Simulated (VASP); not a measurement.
Set up this calculation in VASP 6.6.1, as the native input.

```yaml
Task: relaxation of shape and atoms at fixed volume
Functional: r2SCAN
Potentials_or_basis: VASP PAW PBE potentials, release 64 (B)
Cutoff: 600 eV
k_mesh: 9 × 9 × 9
Occupations: gaussian, width 0.02 eV
Spin: no spin polarisation
Dipole_correction: no
Further_INCAR_settings: ALGO = Normal; EDIFF = 1e-06; IBRION = 2; EDIFFG = -0.01; NSW = 50; ISIF = 4
```

Crystal: B.

```
B
1.0
     2.42440    1.39973    4.12935
    -2.42440    1.39973    4.12935
     0.00000   -2.79946    4.12935
B
12
Direct
  0.00987 0.65440 0.00987
  0.00987 0.00987 0.65440
  0.65440 0.00987 0.00987
  0.99013 0.34560 0.99013
  0.34560 0.99013 0.99013
  0.99013 0.99013 0.34560
  0.22051 0.63175 0.22051
  0.22051 0.22051 0.63175
  0.63175 0.22051 0.22051
  0.77949 0.36825 0.77949
  0.36825 0.77949 0.77949
  0.77949 0.77949 0.36825
```

These files were run (other wordings do the same):

POSCAR

```
B
1.0
    2.4244018269      1.3997290474      4.1293458264
   -2.4244018269      1.3997290474      4.1293458264
    0.0000000000     -2.7994580947      4.1293458264
B
12
Direct
    0.0098735177      0.6543950551      0.0098735177
    0.0098735177      0.0098735177      0.6543950551
    0.6543950551      0.0098735177      0.0098735177
    0.9901264823      0.3456049449      0.9901264823
    0.3456049449      0.9901264823      0.9901264823
    0.9901264823      0.9901264823      0.3456049449
    0.2205060264      0.6317485072      0.2205060264
    0.2205060264      0.2205060264      0.6317485072
    0.6317485072      0.2205060264      0.2205060264
    0.7794939736      0.3682514928      0.7794939736
    0.3682514928      0.7794939736      0.7794939736
    0.7794939736      0.7794939736      0.3682514928
```

INCAR.step1

```
PREC     = Accurate       # precision mode
ENCUT    = 600            # plane-wave cutoff, eV
ISMEAR   = 0              # smearing method
SIGMA    = 0.02           # smearing width, eV
LREAL    = False          # projectors in reciprocal space
LASPH    = True           # aspherical terms in the spheres
NELM     = 80             # most SCF steps
GGA      = PE             # functional
ALGO     = Normal         # electronic algorithm
EDIFF    = 1E-4           # SCF threshold, eV
LWAVE    = True           # write WAVECAR
LCHARG   = False          # write CHGCAR
KPAR     = 4
```

INCAR.step2

```
PREC     = Accurate       # precision mode
ENCUT    = 600            # plane-wave cutoff, eV
EDIFF    = 1E-6           # SCF threshold, eV
ISMEAR   = 0              # smearing method
SIGMA    = 0.02           # smearing width, eV
LREAL    = False          # projectors in reciprocal space
LASPH    = True           # aspherical terms in the spheres
NELM     = 80             # most SCF steps
ALGO     = Normal         # electronic algorithm
ISIF     = 4              # what is computed and relaxed
LWAVE    = False          # write WAVECAR
LCHARG   = False          # write CHGCAR
METAGGA  = R2SCAN         # meta-GGA
LMIXTAU  = True         
IBRION   = 2              # ionic algorithm
NSW      = 50             # ionic steps
EDIFFG   = -0.01          # ionic threshold
ISTART   = 1            
KPAR     = 4
```

KPOINTS

```
regular mesh
0
Gamma
  9 9 9
```

Potentials or basis: VASP PAW PBE potentials, release 64 (B).

Launch:

```bash
$ cat potpaw_PBE.64/B/POTCAR > POTCAR
$ cp INCAR.step1 INCAR
$ mpirun -np 4 vasp_std > vasp.out
$ cp INCAR.step2 INCAR
$ mpirun -np 4 vasp_std > vasp.out
```

Results of the run:

```yaml
Energy_gained_by_relaxing: 0.7 meV/atom
Ionic_steps: 6
Pressure_after_relaxing: 7.1 GPa
Largest_force_after_relaxing: 0.008 eV/Å
Band_gap_on_the_k_mesh: 1.50 eV (least direct gap 1.86 eV)
```

Caveat: the PAW data sets were made with another functional, which shifts forces and pressure a little.

Run time: 17 min on 4 MPI ranks on Oxide Virtual Turin-like Processor, on a shared host, peak memory 0.33 GiB a rank.
